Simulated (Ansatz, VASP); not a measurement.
**One calculation of Pb, two programs**

```
Pb
1.0
    -1.97966    1.97966    1.97966
     1.97966   -1.97966    1.97966
     1.97966    1.97966   -1.97966
Pb
1
Cartesian
  0.0000 0.0000 0.0000
```

Alike in both runs: task relaxation of cell and atoms; functional revPBE; dispersion D3(BJ); k mesh 9 × 9 × 9; occupations fermi-dirac, width 0.05 eV; no spin polarisation.

|  | VASP | Ansatz |
| --- | --- | --- |
| version | VASP 6.6.1 | Ansatz 0.2.0 |
| potentials or method | VASP PAW PBE potentials, release 64 (Pb_d) | Ansatz PAW |
| plane-wave cutoff (eV) | 600 | 420 |
| valence electrons in the cell | 14 | 14 |

```csv
,VASP,Ansatz,Ansatz less VASP
"gap on the k mesh at the Fermi level, each at its own relaxed structure (eV)",none,none,-
relaxed volume (Å³/atom),29.66,29.66,0.000
relaxed cell length with the largest relative difference (Å),3.377,3.377,0.0000
```

VASP's potentials were made for PBE, not for revPBE. A gap of «none» marks a metal or a gap that the smearing closes.

Neither program's run includes spin-orbit coupling. Noted on Ansatz's run: the plane-wave basis is chosen anew once the cell has moved, so the energies of steps on either side of that aren't comparable.
